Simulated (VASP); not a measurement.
The system is Si3Sn.

```xyz
4
Lattice="4.2499 0.0000 0.0000 0.0000 4.2499 0.0000 0.0000 0.0000 4.2499" Properties=species:S:1:pos:R:3 pbc="T T T"
Si    2.1249    2.1249    0.0000
Si    2.1249    0.0000    2.1249
Si    0.0000    2.1249    2.1249
Sn    0.0000    0.0000    0.0000
```

The cell was built from a structure type or drawn by symmetry, and may not be a known phase.

```yaml
Program: VASP 6.6.1
Task: relaxation of cell and atoms
Functional: PBE
Potentials_or_basis: VASP PAW PBE potentials, release 64 (Si, Sn_d)
Cutoff: 600 eV
k_mesh: 12 × 12 × 12
Occupations: gaussian, width 0.1 eV
Spin: no spin polarisation
```

At the start: pressure -2.1 GPa; volume 19.19 Å³/atom.

Question: Where does the relaxation end?

Answer: Over 3 steps the energy falls by 4.1 meV/atom and the volume is 18.56 Å³/atom (-3.3 %); space group Pm-3m (No. 221, to 0.1 Å) before and after.

Step by step:
```csv
step,energy change (eV),largest force (eV/Å),pressure (GPa),volume (Å³)
1,0.0000,0.0000,-2.12,76.76
2,-0.0160,0.0000,0.23,73.98
3,-0.0163,0.0000,0.03,74.26
```

Final structure:
```
Si Sn
1.0
     4.20323    0.00000    0.00000
     0.00000    4.20323    0.00000
     0.00000    0.00000    4.20323
Si Sn
3 1
Cartesian
  2.1016 2.1016 0.0000
  2.1016 0.0000 2.1016
  0.0000 2.1016 2.1016
  0.0000 0.0000 0.0000
```
